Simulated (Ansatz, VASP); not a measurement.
## KI: VASP beside Ansatz

```
K I
1.0
     0.00000    3.54428    3.54428
     3.54428    0.00000    3.54428
     3.54428    3.54428    0.00000
K I
1 1
Direct
  0.00000 0.00000 0.00000
  0.50000 0.50000 0.50000
```

Alike in both runs: task single point; functional PBE; k mesh 6 × 6 × 6; occupations fermi-dirac, width 0.02 eV; no spin polarisation.

|  | VASP | Ansatz |
| --- | --- | --- |
| version | VASP 6.6.1 | Ansatz 0.2.0 |
| potentials or method | VASP PAW PBE potentials, release 64 (K_sv, I) | plane waves, PAW |
| plane-wave cutoff (eV) | 520 | 420 |
| valence electrons in the cell | 16 | 26 |

```tsv
	VASP	Ansatz	Ansatz less VASP
gap on the k mesh at the Fermi level (eV)	3.94	3.94	+0.004
pressure (GPa)	0.5	0.5	-0.03
```

VASP's potentials hold 16 valence electrons a cell and Ansatz's 26, so a difference there can come from the potentials and not from the codes.

Neither program's run includes spin-orbit coupling.
